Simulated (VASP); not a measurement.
# SiO (Pm-3m) in VASP: a series of runs, part 2 of 3

VASP 6.6.1.

**3. Relaxation of cell and atoms, PBEsol-based screened hybrid with 25 % exact exchange**

Input file POSCAR:

```
SiO
1.0
    2.8069700000      0.0000000000      0.0000000000
    0.0000000000      2.8069700000      0.0000000000
    0.0000000000      0.0000000000      2.8069700000
Si O
1 1
Direct
    0.0000000000      0.0000000000      0.0000000000
    0.5000000000      0.5000000000      0.5000000000
```

Input file INCAR.step1:

```
ALGO     = Normal         # electronic algorithm
EDIFF    = 1E-5           # SCF threshold, eV
ENCUT    = 600            # plane-wave cutoff, eV
GGA      = PE             # functional
ISMEAR   = -1             # smearing method
LASPH    = T              # aspherical terms in the spheres
LCHARG   = F              # write CHGCAR
LREAL    = F              # projectors in reciprocal space
LWAVE    = T              # write WAVECAR
NBANDS   = 12             # bands
NELM     = 100            # most SCF steps
PREC     = Accurate       # precision mode
SIGMA    = 0.05           # smearing width, eV
```

Input file INCAR.step2:

```
AEXX     = 0.25           # exact-exchange fraction
ALGO     = Normal         # electronic algorithm
EDIFF    = 1E-6           # SCF threshold, eV
EDIFFG   = -0.01          # ionic threshold
ENCUT    = 600            # plane-wave cutoff, eV
GGA      = PS             # functional
HFSCREEN = 0.207          # screening, 1/A
IBRION   = 2              # ionic algorithm
ISIF     = 3              # what is computed and relaxed
ISMEAR   = -1             # smearing method
ISTART   = 1            
LASPH    = T              # aspherical terms in the spheres
LCHARG   = F              # write CHGCAR
LHFCALC  = T              # exact exchange
LREAL    = F              # projectors in reciprocal space
LWAVE    = F              # write WAVECAR
NELM     = 100            # most SCF steps
NSW      = 60             # ionic steps
PREC     = Accurate       # precision mode
PRECFOCK = Normal       
SIGMA    = 0.05           # smearing width, eV
```

Input file KPOINTS:

```
k-points
0
Gamma
  5 5 5
```

Potentials or basis: VASP PAW PBE potentials, release 64 (Si, O).

Launch:

```sh
cat potpaw_PBE.64/Si/POTCAR potpaw_PBE.64/O/POTCAR > POTCAR
cp INCAR.step1 INCAR
mpirun -np 1 vasp_std > vasp.out
cp INCAR.step2 INCAR
mpirun -np 1 vasp_std > vasp.out
```

OUTCAR:

```text
AEXX = 0.25
   EDIFF = 1E-6
   EDIFFG = -0.01
   ENCUT = 600
   GGA = PS
   HFSCREEN = 0.207
   IBRION = 2
   ISIF = 3
   ISMEAR = -1
   ISTART = 1
   LASPH = T
   LHFCALC = T
   LREAL = F
   NELM = 100
   NSW = 60
   PREC = Accurate
   PRECFOCK = Normal

 ion  position               nearest neighbor table
   1  0.000  0.000  0.000-   2 2.43   2 2.43   2 2.43   2 2.43   2 2.43   2 2.43   2 2.43   2 2.43

   2  0.500  0.500  0.500-   1 2.43   1 2.43   1 2.43   1 2.43   1 2.43   1 2.43   1 2.43   1 2.43

  LATTYP: Found a simple cubic cell.
 ALAT       =     2.8069700000

  Lattice vectors:

 A1 = (   2.8069700000,   0.0000000000,   0.0000000000)
 A2 = (   0.0000000000,   2.8069700000,   0.0000000000)
 A3 = (   0.0000000000,   0.0000000000,   2.8069700000)

Analysis of symmetry for initial positions (statically):
=====================================================================
 Subroutine PRICEL returns:
 Original cell was already a primitive cell.

 Routine SETGRP: Setting up the symmetry group for a
 simple cubic supercell.

 Subroutine GETGRP returns: Found 48 space group operations
 (whereof 48 operations were pure point group operations)
 out of a pool of 48 trial point group operations.

The static configuration has the point symmetry O_h .

Analysis of symmetry for dynamics (positions and initial velocities):
=====================================================================
 Subroutine PRICEL returns:
 Original cell was already a primitive cell.

 Routine SETGRP: Setting up the symmetry group for a
 simple cubic supercell.

 Subroutine GETGRP returns: Found 48 space group operations
 (whereof 48 operations were pure point group operations)
 out of a pool of 48 trial point group operations.

The dynamic configuration has the point symmetry O_h .

 Subroutine INISYM returns: Found 48 space group operations
 (whereof 48 operations are pure point group operations),
 and found     1 'primitive' translations

----------------------------------------------------------------------------------------

                                     Primitive cell

  volume of cell :      22.1163

  direct lattice vectors                    reciprocal lattice vectors
     2.806970000  0.000000000  0.000000000     0.356256034  0.000000000  0.000000000
     0.000000000  2.806970000  0.000000000     0.000000000  0.356256034  0.000000000
     0.000000000  0.000000000  2.806970000     0.000000000  0.000000000  0.356256034

  length of vectors
     2.806970000  2.806970000  2.806970000     0.356256034  0.356256034  0.356256034

  position of ions in fractional coordinates (direct lattice)
     0.000000000  0.000000000  0.000000000
     0.500000000  0.500000000  0.500000000

  ion indices of the primitive-cell ions
   primitive index   ion index
                 1           1
                 2           2

----------------------------------------------------------------------------------------

 KPOINTS: k-points

Automatic generation of k-mesh.
 Grid dimensions read from file:
 generate k-points for:    5    5    5

 Generating k-lattice:

  Cartesian coordinates                     Fractional coordinates (reciprocal lattice)
     0.071251207  0.000000000  0.000000000     0.200000000  0.000000000  0.000000000
     0.000000000  0.071251207  0.000000000     0.000000000  0.200000000  0.000000000
     0.000000000  0.000000000  0.071251207     0.000000000  0.000000000  0.200000000

  Length of vectors
     0.071251207  0.071251207  0.071251207

  Shift w.r.t. Gamma in fractional coordinates (k-lattice)
     0.000000000  0.000000000  0.000000000

 Subroutine IBZKPT returns following result:
 ===========================================

 Found     10 irreducible k-points:

 Following reciprocal coordinates:
            Coordinates               Weight
  0.000000  0.000000  0.000000      1.000000
  0.200000  0.000000  0.000000      6.000000
  0.400000  0.000000  0.000000      6.000000
  0.200000  0.200000  0.000000     12.000000
  0.400000  0.200000  0.000000     24.000000
  0.400000  0.400000  0.000000     12.000000
  0.200000  0.200000  0.200000      8.000000
  0.400000  0.200000  0.200000     24.000000
  0.400000  0.400000  0.200000     24.000000
  0.400000  0.400000  0.400000      8.000000
   k-points           NKPTS =     10   k-points in BZ     NKDIM =    125   number of bands    NBANDS=      9
   number of dos      NEDOS =    301   number of ions     NIONS =      2
   total plane-waves  NPLWV =  13824
   dimension x,y,z NGX =    24 NGY =   24 NGZ =   24
   dimension x,y,z NGXF=    48 NGYF=   48 NGZF=   48
   ions per type =               1   1
   NGX,Y,Z   is equivalent  to a cutoff of  14.21, 14.21, 14.21 a.u.
   NGXF,Y,Z  is equivalent  to a cutoff of  28.43, 28.43, 28.43 a.u.
 SYSTEM =  unknown system
   PREC   = accura    normal or accurate (medium, high low for compatibility)
   ISTART =      1    job   : 0-new  1-cont  2-samecut
   ICHARG =      0    charge: 1-file 2-atom 10-const
   ISPIN  =      1    spin polarized calculation?
   LNONCOLLINEAR =      F non collinear calculations
   LSORBIT =      F    spin-orbit coupling
   LASPH  =      T    aspherical Exc in radial PAW
   ENCUT  =  600.0 eV  44.10 Ry    6.64 a.u.   5.61  5.61  5.61*2*pi/ulx,y,z
   NELM   =    100;   NELMIN=  2; NELMDL=  0     # of ELM steps
   EDIFF  = 0.1E-05   stopping-criterion for ELM
   LREAL  =      F    real-space projection
   EDIFFG = -.1E-01   stopping-criterion for IOM
   NSW    =     60    number of steps for IOM
   IBRION =      2    ionic relax: 0-MD 1-quasi-New 2-CG
   NFREE  =      1    steps in history (QN), initial steepest desc. (CG)
   ISIF   =      3    stress and relaxation
   ISYM   =      3    0-nonsym 1-usesym 2-fastsym
   POTIM  = 0.5000    time-step for ionic-motion
   TEBEG  =    0.0;   TEEND  =   0.0 temperature during run
   PSTRESS=    0.0 pullay stress
   NELECT =      10.0000    total number of electrons
   NUPDOWN=      -1.0000    fix difference up-down
   EMIN   =  10.00;   EMAX   =-10.00  energy-range for DOS
   EFERMI =   0.00;   METHOD = LEGACY
   ISMEAR =    -1;   SIGMA  =   0.05  broadening in eV -4-tet -1-fermi 0-gaus
   EFERMI_NEDOS =   21; number of points for ismear=-14 and -15
   IALGO  =     38    algorithm
   IMIX   =      1    mixing-type and parameters
     AMIX     =   0.40;   BMIX     =  1.00
     AMIX_MAG =   1.60;   BMIX_MAG =  1.00
  volume/ion in A,a.u.               =      11.06        74.62
  Fermi-wavevector in a.u.,A,eV,Ry     =   1.256523  2.374484 21.481554  1.578850
  Thomas-Fermi vector in A             =   2.390227
   LORBIT       =      0    0 simple, 1 ext, 2 COOP (PROOUT), +10 PAW based schemes
   GGA     = PS    functional components
   LHFCALC =     T    Hartree Fock is set to
   PRECFOCK=normal    Normal, Fast or Accurate (Low or Medium for compatibility)
   ENCUT4O =  -1.0   cutoff for four orbital integrals eV
   NKREDX  =     1    reduce k-point grid by
   NKREDY  =     1    reduce k-point grid by
   NKREDZ  =     1    reduce k-point grid by
   AEXX    =    0.2500 exact exchange contribution
   HFSCREEN=    0.2070 screening length (either q_TF or 0.3 A-1)
   HFSCREENC=   0.2070 screening length for correlation (either q_TF or 0.3 A-1)
   ENCUTFOCK=  -1.0 apply spherical cutoff to Coloumb kernel
   IVDW    =     0    specifies the selected vdW correction
   LEPSILON=     F    determine dielectric tensor
   LRPA    =     F    only Hartree local field effects (RPA)
 conjugate gradient relaxation of ions
 non-spin polarized calculation
  energy-cutoff  :      600.00
  volume of cell :       22.12
 maximum number of plane-waves:       744
 NGX is ok and might be reduce to    24
  NGX = 18; NGY = 18; NGZ = 18

--------------------------------------- Ionic step        1  -------------------------------------------

 number of electron      10.0000005 magnetization

 Free energy of the ion-electron system (eV)
  ---------------------------------------------------
  ext. energy  EPLUGINS =         0.00000000
  ---------------------------------------------------
  free energy    TOTEN  =       -13.29154006 eV

  energy without entropy =      -13.29152366  energy(sigma->0) =      -13.29153186

------------------------ aborting loop because EDIFF is reached ----------------------------------------

  FORCE on cell =-STRESS in cart. coord.  units (eV):
  Direction    XX          YY          ZZ          XY          YZ          ZX
  --------------------------------------------------------------------------------------
  -------------------------------------------------------------------------------------
  Total       -0.6709418     -0.6709418     -0.6709418     -0.0000000     -0.0000000      0.0000000
  in kB      -48.6051284    -48.6051284    -48.6051284     -0.0000000     -0.0000000      0.0000000
  external PRESSURE =     -48.6051284 kB  Pullay stress =       0.0000000 kB
[... 59 lines left out ...]
  energy  without entropy=      -13.3004955231  energy(sigma->0) =      -13.30052905

--------------------------------------- Ionic step        3  -------------------------------------------

 number of electron       9.9999998 magnetization

 Free energy of the ion-electron system (eV)
  ---------------------------------------------------
  ext. energy  EPLUGINS =         0.00000000
  ---------------------------------------------------
  free energy    TOTEN  =       -13.30295999 eV

  energy without entropy =      -13.30291748  energy(sigma->0) =      -13.30293873

 E-fermi :   8.2294     XC(G=0):  -9.6139

 val. band max:        7.8184663731   @ k =   0.2000   0.2000   0.2000
 cond. band min:       8.6630747188   @ k =   0.4000   0.4000   0.4000
 fundamental gap:      0.8446083457
 Fermi energy:         8.2293717900

 k-point     1 :       0.0000    0.0000    0.0000
  band No.  band energies     occupation
      1     -14.2486      2.00000
      2       0.4756      2.00000
      3       4.1064      2.00000
      4       4.1064      2.00000
      5       4.1064      2.00000
      6      14.9388      0.00000
      7      14.9388      0.00000
      8      17.9089      0.00000
      9      17.9089      0.00000
[... 135 lines left out ...]
  FREE ENERGIE OF THE ION-ELECTRON SYSTEM (eV)
  ---------------------------------------------------
  free  energy   TOTEN  =       -13.3029599870 eV

  energy  without entropy=      -13.3029174820  energy(sigma->0) =      -13.30293873

 reached required accuracy - stopping structural energy minimisation
```

It took 3.2 min on 1 thread of Intel Xeon 6975P-C (Granite Rapids), shared host; peak memory 0.23 GiB.

What came out:

```yaml
Free_energy: -13.3030 eV
Relaxed_volume: 10.69 Å³/atom
Relaxed_cell: a = 2.776 Å, b = 2.776 Å, c = 2.776 Å, α = 90.00°, β = 90.00°, γ = 90.00°
Space_group_after_relaxing_to_0.1_Å: Pm-3m (No. 221)
Energy_gained_by_relaxing: 5.7 meV/atom
Ionic_steps: 3
Pressure_after_relaxing: 0.0 GPa
Band_gap_on_the_k_mesh: 0.84 eV (least direct gap 2.41 eV)
```

The path:
```tsv
step	energy change (eV)	largest force (eV/Å)	pressure (GPa)	volume (Å³)
1	0.0000	0.0000	-4.86	22.12
2	-0.0090	0.0000	2.37	21.06
3	-0.0114	0.0000	0.03	21.38
```

Final structure:
```cif
data_structure
_symmetry_space_group_name_H-M 'P 1'
_symmetry_Int_Tables_number 1
_cell_length_a 2.7756
_cell_length_b 2.7756
_cell_length_c 2.7756
_cell_angle_alpha 90.000
_cell_angle_beta 90.000
_cell_angle_gamma 90.000
_cell_volume 21.38
loop_
_atom_site_label
_atom_site_type_symbol
_atom_site_fract_x
_atom_site_fract_y
_atom_site_fract_z
_atom_site_occupancy
Si1 Si 0.00000 0.00000 0.00000 1
O1 O 0.50000 0.50000 0.50000 1
```

Caveat: the k points lie up to 0.45 Å⁻¹ apart in the final cell; the PAW data sets were made with another functional, which shifts forces and pressure a little; an odd mesh through Γ misses points on the zone boundary, where band edges can lie.

**4. Relaxation of cell and atoms, HF**

POSCAR is that of step 3.

Input file INCAR.step1:

```
SYSTEM = SiO
  ALGO = Normal
  EDIFF = 1E-5
  ENCUT = 600
  GGA = PE
  ISMEAR = -1
  LASPH = .True.
  LCHARG = .False.
  LREAL = .False.
  LWAVE = .True.
  NBANDS = 12
  NELM = 60
  PREC = Accurate
  SIGMA = 0.05
```

Input file INCAR.step2:

```
SYSTEM = SiO
  AEXX = 1.0
  AGGAC = 0.0
  ALDAC = 0.0
  ALGO = Normal
  EDIFF = 1E-7
  EDIFFG = -0.01
  ENCUT = 600
  GGA = PE
  IBRION = 2
  ISIF = 3
  ISMEAR = -1
  ISTART = 1
  LASPH = .True.
  LCHARG = .False.
  LHFCALC = .True.
  LREAL = .False.
  LWAVE = .False.
  NELM = 60
  NSW = 60
  PREC = Accurate
  PRECFOCK = Normal
  SIGMA = 0.05
```

Input file KPOINTS:

```
k-points
0
Gamma
  5 5 5
  0 0 0
```

Launch:

```sh
cat potpaw_PBE.64/Si/POTCAR potpaw_PBE.64/O/POTCAR > POTCAR
cp INCAR.step1 INCAR
mpirun -np 1 vasp_std > vasp.out
cp INCAR.step2 INCAR
mpirun -np 1 vasp_std > vasp.out
```

Wall time 5.8 min (1 thread of Intel Xeon 6975P-C (Granite Rapids), shared host); peak memory 0.14 GiB.

It converged, with:

| Quantity | Value |
| --- | --- |
| Free energy | -22.1902 eV |
| Relaxed volume | 11.67 Å³/atom |
| Relaxed cell | a = 2.858 Å, b = 2.858 Å, c = 2.858 Å, α = 90.00°, β = 90.00°, γ = 90.00° |
| Space group after relaxing (to 0.1 Å) | Pm-3m (No. 221) |
| Energy gained by relaxing | 14.5 meV/atom |
| Ionic steps | 3 |
| Pressure after relaxing | 0.0 GPa |
| Band gap on the k mesh | 7.02 eV (least direct gap 7.40 eV) |

Step by step:
```csv
step,energy change (eV),largest force (eV/Å),pressure (GPa),volume (Å³)
1,0.0000,0.0000,7.93,22.12
2,-0.0233,0.0000,-3.06,23.92
3,-0.0290,0.0000,0.02,23.34
```

Final structure:
```
Si O
1.0
     2.85773    0.00000    0.00000
     0.00000    2.85773    0.00000
     0.00000    0.00000    2.85773
Si O
1 1
Direct
  0.00000 0.00000 0.00000
  0.50000 0.50000 0.50000
```

Levels at points of the mesh, in eV from the valence-band top:
```csv
k point,band 2,band 3,band 4,band 5,band 6,band 7,band 8,band 9
"(0.00, 0.00, 0.00)",-9.22,-4.65,-4.65,-4.65,14.65,14.65,17.12,17.12
```

Caveat: the k points lie up to 0.44 Å⁻¹ apart in the final cell; the PAW data sets were made with another functional, which shifts forces and pressure a little; an odd mesh through Γ misses points on the zone boundary, where band edges can lie.

(Continued in part 3 of 3.)
